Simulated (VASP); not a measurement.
# MgS: single point with PBE

MgS:

```
CELL_PARAMETERS angstrom
3.26842 0.00000 0.00000
0.00000 3.26842 0.00000
0.00000 0.00000 3.29203
ATOMIC_POSITIONS crystal
Mg 0.00000 0.00000 0.00000
S 0.50000 0.50000 0.50000
```

```
Program                : VASP 6.6.1
Task                   : single point
Functional             : PBE
Potentials or basis    : VASP PAW PBE potentials, release 64 (Mg, S)
Cutoff                 : 520 eV
k mesh                 : 6 × 6 × 4
Occupations            : gaussian, width 0.1 eV
Spin                   : no spin polarisation
Dipole correction      : no
Further INCAR settings : ALGO = Normal; EDIFF = 1e-07; NBANDS = 11
```

```
Pressure               : -0.5 GPa
Band gap on the k mesh : zero (filled and empty bands touch)
```

Stress tensor (GPa, compression positive):
```
-0.38  0.00  0.00
 0.00 -0.38  0.00
 0.00  0.00 -0.64
```

Levels at points of the mesh, in eV from the Fermi level:
```csv
k point,band 2,band 3,band 4,band 5,band 6,band 7
"(0.00, 0.00, 0.00)",-1.35,-1.24,-1.24,0.81,4.43,4.49
"(0.50, 0.00, 0.00)",-6.55,-0.60,-0.50,3.83,6.19,7.25
"(0.50, 0.50, 0.00)",-4.92,-4.92,-0.30,0.13,7.59,8.31
"(0.00, 0.00, 0.50)",-6.57,-0.52,-0.52,3.90,6.20,7.25
"(0.50, 0.00, 0.50)",-4.95,-4.92,-0.36,0.19,7.68,8.38
"(0.50, 0.50, 0.50)",-3.69,-3.69,-3.65,1.71,1.71,1.74
```

Run time: 7.4 s on 1 thread of Intel(R) Xeon(R) Platinum 8488C (Sapphire Rapids), with other jobs on the host, peak memory 0.14 GiB.

Caveat: the k points lie up to 0.48 Å⁻¹ apart.
